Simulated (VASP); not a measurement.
Runs of VASP 6.6.1 on AlN (sol2). The structure is that of space group F-43m (No. 216), or close to it. The cells are those of the table. 

```csv
task,cell,cutoff (eV),gap on the mesh (eV),pressure (GPa)
relaxation of the atoms,"atoms relaxed from a = 3.134 Å, angles 59.0°, 2 atoms",520,3.28,-2.7
relaxation of the atoms,"atoms relaxed from a = 3.139 Å, angles 59.2°, 2 atoms",520,(a),-4.6
single point,"a = 3.134 Å, angles 59.0°, 2 atoms",600,3.28,-2.9
relaxation of the atoms,"atoms relaxed from a = 3.132 Å, angles 58.9°, 2 atoms",520,3.28,-1.9
single point,"a = 3.132 Å, angles 58.9°, 2 atoms",600,3.28,-2.0
```

Alike in all rows: level PBEsol; potentials or basis VASP PAW PBE potentials, release 64 (Al, N); no spin polarisation; k mesh 9 × 9 × 9; smearing gaussian 0.02 eV.

Task: Fill in the values left out.

Result: (a) 3.30.

Caveats: the PAW data sets were made with another functional, which shifts forces and pressure a little.

A k mesh can miss the band edges.
